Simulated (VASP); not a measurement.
# SiC2 (P4_2/mnm) in VASP: a series of runs

The runs below take SiC2 through single point, relaxation of cell and atoms, with PBE.

All numbers are computed with VASP 6.6.1; they aren't measurements. Logs are shortened: lines on timing, memory, paths and dates and some standing lists are left out, and cuts for length are marked.

## 1. The cell of the first run

Symmetry: P4_2/mnm, No. 136, tetragonal system. Conventional cell: a = 4.545 Å, b = 4.545 Å, c = 2.947 Å, α = 90.00°, β = 90.00°, γ = 90.00°. Si (site symmetry mmm) has 6 C at 1.88 to 1.99 Å within 2.5 Å. C (site symmetry m2m) has 3 Si at 1.88 to 1.99 Å within 2.5 Å.

## 2. Single point, PBE

INCAR

```
ALGO = Normal
EDIFF = 1E-7
ENCUT = 520
GGA = PE
ISIF = 2
ISMEAR = 0
LASPH = T
LCHARG = T
LELF = T
LREAL = F
LVHAR = T
LWAVE = F
NBANDS = 21
NELM = 60
PREC = Accurate
SIGMA = 0.1
```

KPOINTS

```
k-points
0
Gamma
  8 8 12
```

POSCAR

```
SiC2
1.0
    4.5452460195      0.0000000000      0.0000000000
    0.0000000000      4.5452460195      0.0000000000
    0.0000000000      0.0000000000      2.9468772969
Si C
2 4
Direct
    0.0000000000      0.0000000000      0.0000000000
    0.5000000000      0.5000000000      0.5000000000
    0.2929606817      0.2929606817      0.0000000000
    0.2070393183      0.7929606817      0.5000000000
    0.7070393183      0.7070393183      0.0000000000
    0.7929606817      0.2070393183      0.5000000000
```

Potentials or basis: VASP PAW PBE potentials, release 64 (Si, C).

The run is started by

```bash
> cat potpaw_PBE.64/Si/POTCAR potpaw_PBE.64/C/POTCAR > POTCAR
> mpirun -np 1 vasp_std > vasp.out
```

OUTCAR:

```text
EDIFF = 1E-7
   ENCUT = 520
   GGA = PE
   ISIF = 2
   ISMEAR = 0
   LASPH = T
   LREAL = F
   NELM = 60
   PREC = Accurate

 ion  position               nearest neighbor table
   1  0.000  0.000  0.000-   3 1.88   5 1.88   4 1.99   6 1.99   4 1.99   6 1.99
   2  0.500  0.500  0.500-   4 1.88   6 1.88   5 1.99   3 1.99   3 1.99   5 1.99
   3  0.293  0.293  0.000-   1 1.88   2 1.99   2 1.99
   4  0.207  0.793  0.500-   2 1.88   1 1.99   1 1.99
   5  0.707  0.707  0.000-   1 1.88   2 1.99   2 1.99
   6  0.793  0.207  0.500-   2 1.88   1 1.99   1 1.99

  LATTYP: Found a simple tetragonal cell.
 ALAT       =     4.5452460195
 C/A-ratio  =     0.6483427485

  Lattice vectors:

 A1 = (   4.5452460195,   0.0000000000,   0.0000000000)
 A2 = (   0.0000000000,   4.5452460195,   0.0000000000)
 A3 = (   0.0000000000,   0.0000000000,   2.9468772969)

Analysis of symmetry for initial positions (statically):
=====================================================================
 Subroutine PRICEL returns:
 Original cell was already a primitive cell.

 Routine SETGRP: Setting up the symmetry group for a
 simple tetragonal supercell.

 Subroutine GETGRP returns: Found 16 space group operations
 (whereof  8 operations were pure point group operations)
 out of a pool of 16 trial point group operations.

The static configuration has the point symmetry D_2h.
 The point group associated with its full space group is D_4h.

Analysis of symmetry for dynamics (positions and initial velocities):
=====================================================================
 Subroutine PRICEL returns:
 Original cell was already a primitive cell.

 Routine SETGRP: Setting up the symmetry group for a
 simple tetragonal supercell.

 Subroutine GETGRP returns: Found 16 space group operations
 (whereof  8 operations were pure point group operations)
 out of a pool of 16 trial point group operations.

The dynamic configuration has the point symmetry D_2h.
 The point group associated with its full space group is D_4h.

 Subroutine INISYM returns: Found 16 space group operations
 (whereof  8 operations are pure point group operations),
 and found     1 'primitive' translations

----------------------------------------------------------------------------------------

                                     Primitive cell

  volume of cell :      60.8803

  direct lattice vectors                    reciprocal lattice vectors
     4.545246020  0.000000000  0.000000000     0.220010093  0.000000000  0.000000000
     0.000000000  4.545246020  0.000000000     0.000000000  0.220010093  0.000000000
     0.000000000  0.000000000  2.946877297     0.000000000  0.000000000  0.339342259

  length of vectors
     4.545246020  4.545246020  2.946877297     0.220010093  0.220010093  0.339342259

  position of ions in fractional coordinates (direct lattice)
     0.000000000  0.000000000  0.000000000
     0.500000000  0.500000000  0.500000000
     0.292960682  0.292960682  0.000000000
     0.207039318  0.792960682  0.500000000
     0.707039318  0.707039318  0.000000000
     0.792960682  0.207039318  0.500000000

  ion indices of the primitive-cell ions
   primitive index   ion index
                 1           1
                 2           2
                 3           3
                 4           4
                 5           5
                 6           6

----------------------------------------------------------------------------------------

 KPOINTS: k-points

Automatic generation of k-mesh.
 Grid dimensions read from file:
 generate k-points for:    8    8   12

 Generating k-lattice:

  Cartesian coordinates                     Fractional coordinates (reciprocal lattice)
     0.027501262  0.000000000  0.000000000     0.125000000  0.000000000  0.000000000
     0.000000000  0.027501262  0.000000000     0.000000000  0.125000000  0.000000000
     0.000000000  0.000000000  0.028278522     0.000000000  0.000000000  0.083333333

  Length of vectors
     0.027501262  0.027501262  0.028278522

  Shift w.r.t. Gamma in fractional coordinates (k-lattice)
     0.000000000  0.000000000  0.000000000

 Subroutine IBZKPT returns following result:
 ===========================================

 Found    105 irreducible k-points:

 Following reciprocal coordinates:
            Coordinates               Weight
  0.000000  0.000000  0.000000      1.000000
  0.125000  0.000000  0.000000      4.000000
  0.250000  0.000000  0.000000      4.000000
  0.375000  0.000000  0.000000      4.000000
  0.500000  0.000000  0.000000      2.000000
  0.125000  0.125000  0.000000      4.000000
[... 16 lines left out ...]
  0.375000  0.125000  0.083333     16.000000
  0.500000  0.125000  0.083333      8.000000
 [... further k-points ...]
   k-points           NKPTS =    105   k-points in BZ     NKDIM =    105   number of bands    NBANDS=     21
   number of dos      NEDOS =    301   number of ions     NIONS =      6
   total plane-waves  NPLWV =  31104
   dimension x,y,z NGX =    36 NGY =   36 NGZ =   24
   dimension x,y,z NGXF=    72 NGYF=   72 NGZF=   48
   ions per type =               2   4
   NGX,Y,Z   is equivalent  to a cutoff of  13.17, 13.17, 13.54 a.u.
   NGXF,Y,Z  is equivalent  to a cutoff of  26.33, 26.33, 27.08 a.u.
 SYSTEM =  unknown system
   PREC   = accura    normal or accurate (medium, high low for compatibility)
   ISTART =      0    job   : 0-new  1-cont  2-samecut
   ICHARG =      2    charge: 1-file 2-atom 10-const
   ISPIN  =      1    spin polarized calculation?
   LNONCOLLINEAR =      F non collinear calculations
   LSORBIT =      F    spin-orbit coupling
   LASPH  =      T    aspherical Exc in radial PAW
   ENCUT  =  520.0 eV  38.22 Ry    6.18 a.u.   8.45  8.45  5.48*2*pi/ulx,y,z
   NELM   =     60;   NELMIN=  2; NELMDL= -5     # of ELM steps
   EDIFF  = 0.1E-06   stopping-criterion for ELM
   LREAL  =      F    real-space projection
   EDIFFG = 0.1E-05   stopping-criterion for IOM
   NSW    =      0    number of steps for IOM
   IBRION =     -1    ionic relax: 0-MD 1-quasi-New 2-CG
   NFREE  =      0    steps in history (QN), initial steepest desc. (CG)
   ISIF   =      2    stress and relaxation
   ISYM   =      2    0-nonsym 1-usesym 2-fastsym
   POTIM  = 0.5000    time-step for ionic-motion
   TEBEG  =    0.0;   TEEND  =   0.0 temperature during run
   PSTRESS=    0.0 pullay stress
   NELECT =      24.0000    total number of electrons
   NUPDOWN=      -1.0000    fix difference up-down
   EMIN   =  10.00;   EMAX   =-10.00  energy-range for DOS
   EFERMI =   0.00;   METHOD = LEGACY
   ISMEAR =     0;   SIGMA  =   0.10  broadening in eV -4-tet -1-fermi 0-gaus
   EFERMI_NEDOS =   21; number of points for ismear=-14 and -15
   IALGO  =     38    algorithm
   IMIX   =      4    mixing-type and parameters
     AMIX     =   0.40;   BMIX     =  1.00
     AMIX_MAG =   1.60;   BMIX_MAG =  1.00
  volume/ion in A,a.u.               =      10.15        68.47
  Fermi-wavevector in a.u.,A,eV,Ry     =   1.200382  2.268394 19.604879  1.440918
  Thomas-Fermi vector in A             =   2.336220
   LORBIT       =      0    0 simple, 1 ext, 2 COOP (PROOUT), +10 PAW based schemes
   GGA     = PE    functional components
   LHFCALC =     F    Hartree Fock is set to
   AEXX    =    0.0000 exact exchange contribution
   IVDW    =     0    specifies the selected vdW correction
   LEPSILON=     F    determine dielectric tensor
   LRPA    =     F    only Hartree local field effects (RPA)
 non-spin polarized calculation
 Gauss-broadening in eV      SIGMA  =   0.10
  energy-cutoff  :      520.00
  volume of cell :       60.88
 maximum number of plane-waves:      1659
 NGX is ok and might be reduce to    36
   NGX = 17   NGY = 17   NGZ = 11

 number of electron      24.0000001 magnetization

 Free energy of the ion-electron system (eV)
  ---------------------------------------------------
  ext. energy  EPLUGINS =         0.00000000
  ---------------------------------------------------
  free energy    TOTEN  =       -36.70352780 eV

  energy without entropy =      -36.68762972  energy(sigma->0) =      -36.69557876

 E-fermi :   6.5877     XC(G=0): -11.2631

 val. band max:        6.5857913413   @ k =   0.2500   0.2500   0.5000
 cond. band min:       6.5996063029   @ k =   0.3750   0.2500   0.4167
 fundamental gap:      0.0138149616
 Fermi energy:         6.5877473148

 k-point     1 :       0.0000    0.0000    0.0000
  band No.  band energies     occupation
      1      -9.0337      2.00000
      2      -4.2182      2.00000
      3      -3.9881      2.00000
      4      -3.9881      2.00000
      5      -0.1088      2.00000
      6       2.0124      2.00000
[... 13 lines left out ...]
     20      15.6091      0.00000
     21      15.6091      0.00000

 k-point     2 :       0.1250    0.0000    0.0000
  band No.  band energies     occupation
      1      -8.9450      2.00000
      2      -5.0845      2.00000
      3      -3.9124      2.00000
      4      -3.1885      2.00000
      5      -0.4033      2.00000
      6       2.1638      2.00000
[... 13 lines left out ...]
     20      15.6711      0.00000
     21      15.7989      0.00000

 k-point     3 :       0.2500    0.0000    0.0000
  band No.  band energies     occupation
      1      -8.6805      2.00000
      2      -6.0337      2.00000
      3      -3.6887      2.00000
      4      -2.5015      2.00000
      5      -0.8869      2.00000
      6       1.4246      2.00000
[... 13 lines left out ...]
     20      15.8521      0.00000
     21      16.0135      0.00000
[... 457 lines left out ...]
 k-point    23 :       0.3750    0.1250    0.0833
  band No.  band energies     occupation
      1      -8.0655      2.00000
      2      -6.7600      2.00000
      3      -3.7060      2.00000
      4      -2.6591      2.00000
      5      -0.3651      2.00000
      6       1.1301      2.00000
[... 13 lines left out ...]
     20      15.9203      0.00000
     21      16.7573      0.00000

 k-point    24 :       0.5000    0.1250    0.0833
  band No.  band energies     occupation
      1      -7.4795      2.00000
      2      -7.4795      2.00000
      3      -3.2185      2.00000
      4      -3.2185      2.00000
      5       0.3574      2.00000
      6       0.3574      2.00000
[... 13 lines left out ...]
     20      16.1435      0.00000
     21      16.8202      0.00000

 [... further k-points ...]
[... 5 lines left out ...]
  --------------------------------------------------------------------------------------
  -------------------------------------------------------------------------------------
  Total       -0.0409313     -0.0409313     -0.0085408     -0.0000000      0.0000000      0.0000000
  in kB       -1.0771837     -1.0771837     -0.2247675     -0.0000000      0.0000000      0.0000000
  external PRESSURE =      -0.7930450 kB  Pullay stress =       0.0000000 kB

 VOLUME and BASIS-vectors are now :
 -----------------------------------------------------------------------------
  energy-cutoff  :      520.00
  volume of cell :       60.88
      direct lattice vectors                 reciprocal lattice vectors
     4.545246020  0.000000000  0.000000000     0.220010093  0.000000000  0.000000000
     0.000000000  4.545246020  0.000000000     0.000000000  0.220010093  0.000000000
     0.000000000  0.000000000  2.946877297     0.000000000  0.000000000  0.339342259

 POSITION                                       TOTAL-FORCE (eV/Angst)
 -----------------------------------------------------------------------------------
      0.00000      0.00000      0.00000        -0.000000      0.000000     -0.000000
      2.27262      2.27262      1.47344        -0.000000      0.000000     -0.000000
      1.33158      1.33158      0.00000        -0.003500     -0.003500     -0.000000
      0.94104      3.60420      1.47344         0.003500     -0.003500     -0.000000
      3.21367      3.21367      0.00000         0.003500      0.003500      0.000000
      3.60420      0.94104      1.47344        -0.003500      0.003500      0.000000
 -----------------------------------------------------------------------------------
    total drift:                                0.000000     -0.000000     -0.000000

  FREE ENERGIE OF THE ION-ELECTRON SYSTEM (eV)
  ---------------------------------------------------
  free  energy   TOTEN  =       -36.7035277981 eV

  energy  without entropy=      -36.6876297162  energy(sigma->0) =      -36.69557876
```

Run time: 2.1 min. Hardware: 1 thread of Intel Xeon 8259CL, shared host; peak memory 0.24 GiB.

Results:

- Free energy: -36.7035 eV
- Pressure: -0.1 GPa
- Largest force: 0.005 eV/Å
- Band gap on the k mesh: zero (bands 12 and 13 overlap by 2.11 eV)

Forces in eV/Å, atoms in the order of the input:
```
Si   0.000  0.000  0.000
Si   0.000  0.000  0.000
C   -0.004 -0.004  0.000
C    0.004 -0.004  0.000
C    0.004  0.004  0.000
C   -0.004  0.004  0.000
```

Stress tensor (GPa, compression positive):
```
-0.11  0.00  0.00
 0.00 -0.11  0.00
 0.00  0.00 -0.02
```

## 3. Relaxation of cell and atoms, PBE

This run uses another cell than the first one, of 10.64 Å³/atom.

INCAR

```
  PREC = Accurate
  ENCUT = 600
  EDIFF = 1E-7
  ISMEAR = 0
  SIGMA = 0.1
  LREAL = F
  LASPH = T
  NELM = 80
  ALGO = Normal
  ISIF = 3
  LWAVE = F
  LCHARG = F
  GGA = PE
  IBRION = 2
  NSW = 90
  EDIFFG = -0.04
```

KPOINTS

```
Automatic mesh
0
Gamma
  4 4 6
```

POSCAR

```
SiC2
1.0
    4.6279559569      0.0000000000      0.0000000000
    0.0000000000      4.6279559569      0.0000000000
    0.0000000000      0.0000000000      2.9808710658
Si C
2 4
Direct
    0.0000000000      0.0000000000      0.0000000000
    0.5000000000      0.5000000000      0.5000000000
    0.3060000000      0.3060000000      0.0000000000
    0.1940000000      0.8060000000      0.5000000000
    0.6940000000      0.6940000000      0.0000000000
    0.8060000000      0.1940000000      0.5000000000
```

Potentials or basis: VASP PAW PBE potentials, release 64 (Si, C).

The run is started by

```bash
> cat potpaw_PBE.64/Si/POTCAR potpaw_PBE.64/C/POTCAR > POTCAR
> mpirun -np 1 vasp_std > vasp.out
```

It took 3.3 min on 1 thread of Intel Xeon 8259CL, shared host; peak memory 0.19 GiB.

Results (log left out):

```
Free energy                           : -36.6921 eV
Relaxed volume                        : 10.15 Å³/atom
Relaxed cell                          : a = 4.531 Å, b = 4.531 Å, c = 2.968 Å, α = 90.00°, β = 90.00°, γ = 90.00°
Space group after relaxing (to 0.1 Å) : P4_2/mnm (No. 136)
Energy gained by relaxing             : 42.0 meV/atom
Ionic steps                           : 6
Pressure after relaxing               : -0.3 GPa
Largest force after relaxing          : 0.036 eV/Å
Band gap on the k mesh                : zero (bands 12 and 13 overlap by 1.90 eV)
```

Forces in eV/Å, atoms in the order of the input:
```
Si   0.000  0.000  0.000
Si   0.000  0.000  0.000
C    0.025  0.025  0.000
C   -0.025  0.025  0.000
C   -0.025 -0.025  0.000
C    0.025 -0.025  0.000
```

Stress tensor (GPa, compression positive):
```
-0.19  0.00  0.00
 0.00 -0.19  0.00
 0.00  0.00 -0.37
```

The path:
| step | energy change (eV) | largest force (eV/Å) | pressure (GPa) | volume (Å³) |
| --- | --- | --- | --- | --- |
| 1 | 0.0000 | 0.8383 | -5.16 | 63.84 |
| 2 | -0.2090 | 0.4748 | 0.91 | 60.70 |
| 3 | -0.2114 | 0.3930 | 1.87 | 60.35 |
| 4 | -0.2401 | 0.0093 | -0.29 | 60.96 |
| 5 | -0.2404 | 0.0396 | -0.51 | 61.04 |
| 6 | -0.2522 | 0.0360 | -0.25 | 60.92 |

Final structure:
```
Si C
1.0
     4.53074    0.00000    0.00000
     0.00000    4.53074    0.00000
     0.00000    0.00000    2.96790
Si C
2 4
Direct
  0.00000 0.00000 0.00000
  0.50000 0.50000 0.50000
  0.29369 0.29369 0.00000
  0.20631 0.79369 0.50000
  0.70631 0.70631 0.00000
  0.79369 0.20631 0.50000
```

Levels at points of the mesh, in eV from the Fermi level:
| k point | band 10 | band 11 | band 12 | band 13 | band 14 | band 15 |
| --- | --- | --- | --- | --- | --- | --- |
| (0.00, 0.00, 0.00) | -1.12 | 0.50 | 0.50 | 1.32 | 2.72 | 2.72 |
| (0.50, 0.00, 0.00) | -1.25 | -1.07 | -1.07 | 1.21 | 1.21 | 2.66 |
| (0.50, 0.50, 0.00) | -1.06 | 0.22 | 0.22 | 0.31 | 0.31 | 0.42 |
| (0.00, 0.00, 0.50) | -2.04 | -1.85 | -1.85 | -1.18 | -1.18 | 0.03 |
| (0.50, 0.00, 0.50) | -3.88 | -1.71 | -1.71 | 1.24 | 1.24 | 1.24 |
| (0.50, 0.50, 0.50) | -1.47 | -0.43 | -0.43 | 1.38 | 1.38 | 1.69 |

Caveat: the highest band is partly filled, so the run has too few bands.

## 4. Relaxation of cell and atoms, PBE

INCAR

```
ALGO = Normal
EDIFF = 1E-6
EDIFFG = -0.01
ENCUT = 600
GGA = PE
IBRION = 2
ISIF = 3
ISMEAR = 0
LASPH = True
LCHARG = False
LREAL = False
LWAVE = False
NELM = 100
NSW = 100
PREC = Accurate
SIGMA = 0.1
```

KPOINTS

```
k-points
0
Gamma
  8 8 12
```

POSCAR

```
SiC2
1.0
    4.5328885269      0.0000000000      0.0000000000
    0.0000000000      4.5328885269      0.0000000000
    0.0000000000      0.0000000000      2.9668365949
Si C
2 4
Direct
    0.0000000000      0.0000000000      0.0000000000
    0.5000000000      0.5000000000      0.5000000000
    0.2939299232      0.2939299232      0.0000000000
    0.2060700768      0.7939299232      0.5000000000
    0.7060700768      0.7060700768      0.0000000000
    0.7939299232      0.2060700768      0.5000000000
```

The run is started by

```bash
> cat potpaw_PBE.64/Si/POTCAR potpaw_PBE.64/C/POTCAR > POTCAR
> mpirun -np 1 vasp_std > vasp.out
```

Wall time 3.8 min (1 thread of Intel Xeon 8259CL, shared host); peak memory 0.25 GiB.

Results (log left out):

- Free energy: -36.7056 eV
- Relaxed volume: 10.13 Å³/atom
- Relaxed cell: a = 4.543 Å, b = 4.543 Å, c = 2.946 Å, α = 90.00°, β = 90.00°, γ = 90.00°
- Space group after relaxing (to 0.1 Å): P4_2/mnm (No. 136)
- Energy gained by relaxing: 0.4 meV/atom
- Ionic steps: 6
- Pressure after relaxing: 0.0 GPa
- Largest force after relaxing: 0.006 eV/Å
- Band gap on the k mesh: zero (bands 12 and 13 overlap by 2.11 eV)

Forces on the atoms (eV/Å):
```
Si   0.000  0.000  0.000
Si   0.000  0.000  0.000
C    0.005  0.005  0.000
C   -0.005  0.005  0.000
C   -0.005 -0.005  0.000
C    0.005 -0.005  0.000
```

The path:
```
step  energy change (eV)  largest force (eV/Å)  pressure (GPa)  volume (Å³)
   1              0.0000                0.0263           -0.34        60.96
   2             -0.0013                0.0452            0.21        60.77
   3             -0.0014                0.0513            0.41        60.70
   4             -0.0021                0.0197           -0.04        60.83
   5             -0.0021                0.0147           -0.11        60.86
   6             -0.0021                0.0064            0.04        60.80
```

Final structure:
```
CELL_PARAMETERS angstrom
4.54318 0.00000 0.00000
0.00000 4.54318 0.00000
0.00000 0.00000 2.94590
ATOMIC_POSITIONS crystal
Si 0.00000 0.00000 0.00000
Si 0.50000 0.50000 0.50000
C 0.29287 0.29287 0.00000
C 0.20713 0.79287 0.50000
C 0.70713 0.70713 0.00000
C 0.79287 0.20713 0.50000
```

Levels at points of the mesh, in eV from the Fermi level:
```csv
k point,band 8,band 9,band 10,band 11,band 12,band 13,band 14,band 15,band 16
"(0.00, 0.00, 0.00)",-4.09,-2.67,-1.12,0.56,0.56,1.41,2.70,2.70,3.58
"(0.50, 0.00, 0.00)",-1.52,-1.28,-1.28,-1.12,-1.12,1.27,1.27,2.67,2.67
"(0.50, 0.50, 0.00)",-2.84,-0.95,-0.95,0.29,0.29,0.32,0.32,0.36,0.36
"(0.00, 0.00, 0.50)",-4.41,-2.08,-2.08,-1.92,-1.92,-1.17,-1.17,0.01,0.01
"(0.50, 0.00, 0.50)",-5.40,-3.92,-3.92,-1.73,-1.73,1.19,1.19,1.22,1.22
"(0.50, 0.50, 0.50)",-5.98,-1.55,-1.55,-0.47,-0.47,1.35,1.35,1.67,1.67
```

Caveat: the highest band is partly filled, so the run has too few bands.

## 5. Summary

```tsv
task	cell	k mesh	cutoff (eV)	gap on the mesh (eV)	pressure (GPa)	relaxed volume (Å³/atom)	largest force (eV/Å)
single point	a = 4.545, b = 4.545, c = 2.947 Å, 6 atoms, atomic positions A	8 × 8 × 12	520	none	-0.1	-	-
relaxation of cell and atoms	relaxed from a = 4.628, b = 4.628, c = 2.981 Å, 6 atoms, atomic positions B	4 × 4 × 6	600	none	-0.3	10.15	0.04
relaxation of cell and atoms	relaxed from a = 4.533, b = 4.533, c = 2.967 Å, 6 atoms, atomic positions C	8 × 8 × 12	600	none	0.0	10.13	0.01
```

Alike in all rows: level PBE; potentials or basis VASP PAW PBE potentials, release 64 (Si, C); no spin polarisation; smearing gaussian 0.1 eV.

Caveats: the highest band is partly filled, so the run has too few bands (at least some runs).

Absolute energies hang on the potentials; compare differences alone.

The gap in the log of VASP goes by the Fermi energy; the results here count the filled bands.